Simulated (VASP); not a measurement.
Here is a VASP 6.6.1 calculation.

INCAR

```
ALGO     = Normal         # electronic algorithm
EDIFF    = 1E-6           # SCF threshold, eV
EDIFFG   = -0.005         # ionic threshold
ENCUT    = 600            # plane-wave cutoff, eV
GGA      = PS             # functional
IBRION   = 2              # ionic algorithm
ISIF     = 3              # what is computed and relaxed
ISMEAR   = -1             # smearing method
LASPH    = T              # aspherical terms in the spheres
LCHARG   = F              # write CHGCAR
LREAL    = F              # projectors in reciprocal space
LWAVE    = F              # write WAVECAR
NELM     = 60             # most SCF steps
NSW      = 60             # ionic steps
PREC     = Accurate       # precision mode
PSTRESS  = 710.0        
SIGMA    = 0.1            # smearing width, eV
```

File KPOINTS:

```
k-points
0
Gamma
  8 8 11
```

The input POSCAR:

```
Hf
1.0
    4.3859483974      0.0000000000      0.0000000000
   -2.1929741987      3.7983427318      0.0000000000
    0.0000000000      0.0000000000      2.7192880063
Hf
3
Direct
    0.0000000000      0.0000000000      0.0000000000
    0.3333333333      0.6666666667      0.5000000000
    0.6666666667      0.3333333333      0.5000000000
```

Potentials or basis: VASP PAW PBE potentials, release 64 (Hf_pv).

Run with:

```bash
$ cat potpaw_PBE.64/Hf_pv/POTCAR > POTCAR
$ mpirun -np 1 vasp_std > vasp.out
```

Question: Estimate the relaxed volume.

Answer: 15.20 Å³/atom.

Question: Estimate the band gap on the k mesh.

Answer: Zero (bands 15 and 16 overlap by 1.25 eV).

Question: Estimate the relaxed cell.

Answer: a = 4.395 Å, b = 4.395 Å, c = 2.727 Å, α = 90.00°, β = 90.00°, γ = 120.00°.

Final structure:
```
Hf
1.0
     4.39458    0.00000    0.00000
    -2.19729    3.80582    0.00000
     0.00000    0.00000    2.72672
Hf
3
Direct
  0.00000 0.00000 0.00000
  0.33333 0.66667 0.50000
  0.66667 0.33333 0.50000
```

Caveat: the cell is relaxed towards a set pressure, so the run minimises the enthalpy, not the energy; the PAW data sets were made with another functional, which shifts forces and pressure a little; spin-orbit coupling is left out, which moves the levels of the heavy elements.
